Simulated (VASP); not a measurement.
Set up this calculation in VASP 6.6.1, as the native input.

| Property | Result |
| --- | --- |
| Task | electric field gradients |
| Functional | LDA |
| Potentials or basis | VASP PAW LDA potentials, release 64 (Zn, O) |
| Cutoff | 520 eV |
| k mesh | 11 × 11 × 6 |
| Occupations | fermi-dirac, width 0.02 eV |
| Spin | no spin polarisation |
| Dipole correction | no |
| Further INCAR settings | ALGO = Normal; EDIFF = 1e-08; NBANDS = 26 |

The structure of ZnO lies in POSCAR:

```
ZnO
1.0
    3.2709185479      0.0000000000      0.0000000000
   -1.6354592739      2.8326985562      0.0000000000
    0.0000000000      0.0000000000      5.2382632560
Zn O
2 2
Direct
    0.3333333333      0.6666666667      0.0000000000
    0.6666666667      0.3333333333      0.5000000000
    0.3333333333      0.6666666667      0.3821000000
    0.6666666667      0.3333333333      0.8821000000
```

One way to write it, as run:

INCAR

```
SYSTEM = ZnO
PREC = Accurate ; ENCUT = 520
EDIFF = 1E-8 ; ISMEAR = -1
SIGMA = 0.02 ; LREAL = .False.
LASPH = .True. ; NELM = 100
ALGO = Normal ; ISIF = 2
LWAVE = .False. ; LCHARG = .False.
LEFG = .True. ; NBANDS = 26
```

KPOINTS

```
Automatic mesh
0
Gamma
  11 11 6
  0 0 0
```

Potentials or basis: VASP PAW LDA potentials, release 64 (Zn, O).

Launch:

```bash
$ cat potpaw_LDA.64/Zn/POTCAR potpaw_LDA.64/O/POTCAR > POTCAR
$ mpirun -np 1 vasp_std > vasp.out
```

Results of the run:

```json
{"Pressure": "-8.5 GPa", "Largest force": "0.040 eV/Å", "Band gap on the k mesh": "0.71 eV", "Largest electric field gradient by atom": "Zn +7.6; O -3.5 V/Å²"}
```

Caveat: the cell stands under tension; semilocal functionals underestimate gaps, and a narrow one can read as zero; without QUAD_EFG the Cq values of the log hold for a quadrupole moment of 1 mb, not for the nuclei.

It took 98 s on 1 thread of Intel Xeon 8259CL (shared host), peak memory 0.19 GiB.
